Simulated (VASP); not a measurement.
Here is a VASP 6.6.1 calculation.

The input INCAR:

```
ALGO     = Fast           # electronic algorithm
EDIFF    = 1E-6           # SCF threshold, eV
ENCUT    = 520            # plane-wave cutoff, eV
GGA      = PE             # functional
ISIF     = 2              # what is computed and relaxed
ISMEAR   = 0              # smearing method
IVDW     = 12             # dispersion correction
LASPH    = T              # aspherical terms in the spheres
LCHARG   = T              # write CHGCAR
LELF     = T              # ELF
LREAL    = F              # projectors in reciprocal space
LVHAR    = T            
LWAVE    = F              # write WAVECAR
NBANDS   = 30             # bands
NELM     = 100            # most SCF steps
PREC     = Accurate       # precision mode
SIGMA    = 0.1            # smearing width, eV
```

The input KPOINTS:

```
k-points
0
Gamma
  14 14 14
```

POSCAR

```
Ga3Sb
1.0
   -2.2237564060      2.2237564060      4.0934104194
    2.2237564060     -2.2237564060      4.0934104194
    2.2237564060      2.2237564060     -4.0934104194
Ga Sb
3 1
Direct
    0.7500000000      0.2500000000      0.5000000000
    0.2500000000      0.7500000000      0.5000000000
    0.5000000000      0.5000000000      0.0000000000
    0.0000000000      0.0000000000      0.0000000000
```

Potentials or basis: VASP PAW PBE potentials, release 64 (Ga_d, Sb).

Launch:

```console
$ cat potpaw_PBE.64/Ga_d/POTCAR potpaw_PBE.64/Sb/POTCAR > POTCAR
$ mpirun -np 1 vasp_std > vasp.out
```

(1) What does it give for the pressure?

(2) What does it give for the dispersion energy per atom?

(3) What does it give for the band gap on the k mesh?

## Answers

(1) 1.7 GPa.

(2) -0.369 eV.

(3) zero (bands 22 and 23 overlap by 4.73 eV).

Caveat: spin-orbit coupling is left out, which moves the levels of the heavy elements.
